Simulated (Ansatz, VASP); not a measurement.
K2S: VASP beside Ansatz

The input INCAR:

```
SYSTEM = K2S
PREC = Accurate
ENCUT = 500
EDIFF = 1E-6
ISMEAR = 0
SIGMA = 0.01
LREAL = .FALSE.
LASPH = .TRUE.
NELM = 120
ALGO = Normal
ISIF = 2
LWAVE = .FALSE.
LCHARG = .TRUE.
GGA = PE
LELF = .TRUE.
LVHAR = .TRUE.
NBANDS = 19
GGA_COMPAT = .FALSE.
```

KPOINTS

```
regular mesh
0
G
  6 6 6
  0 0 0
```

The input POSCAR:

```
K2S
1.0
    0.0000000000      3.8037985122      3.8037985122
    3.8037985122      0.0000000000      3.8037985122
    3.8037985122      3.8037985122      0.0000000000
K S
2 1
Direct
    0.2500000000      0.2500000000      0.2500000000
    0.7500000000      0.7500000000      0.7500000000
    0.0000000000      0.0000000000      0.0000000000
```

Input for Ansatz:

```yaml
crystal:
  lattice:
    - [0.0, 3.8037985122, 3.8037985122]
    - [3.8037985122, 0.0, 3.8037985122]
    - [3.8037985122, 3.8037985122, 0.0]
  atoms:
    - { symbol: K, position: [0.25, 0.25, 0.25] }
    - { symbol: K, position: [0.75, 0.75, 0.75] }
    - { symbol: S, position: [0.0, 0.0, 0.0] }
kpoints:
  mp_grid: { grid: [6, 6, 6] }
hamiltonian:
  xc: pbe
scf:
  occupations: { method: fixed }
  n_extra_bands: 4
output:
  forces: true
  stress: true
  eigenvalues: true
```

Alike in both runs: task single point; functional PBE; k mesh 6 × 6 × 6; no spin polarisation.

|  | VASP | Ansatz |
| --- | --- | --- |
| version | VASP 6.6.1 | Ansatz 0.2.0 |
| potentials or method | VASP PAW PBE potentials, release 64 (K_sv, S) | plane waves, PAW |
| plane-wave cutoff (eV) | 500 | 420 |
| occupations | gaussian, width 0.01 eV | fixed |
| valence electrons in the cell | 24 | 24 |

```tsv
	VASP	Ansatz	Ansatz less VASP
gap on the k mesh at the Fermi level (eV)	2.18	2.18	+0.001
pressure (GPa)	-0.9	-0.9	-0.02
```
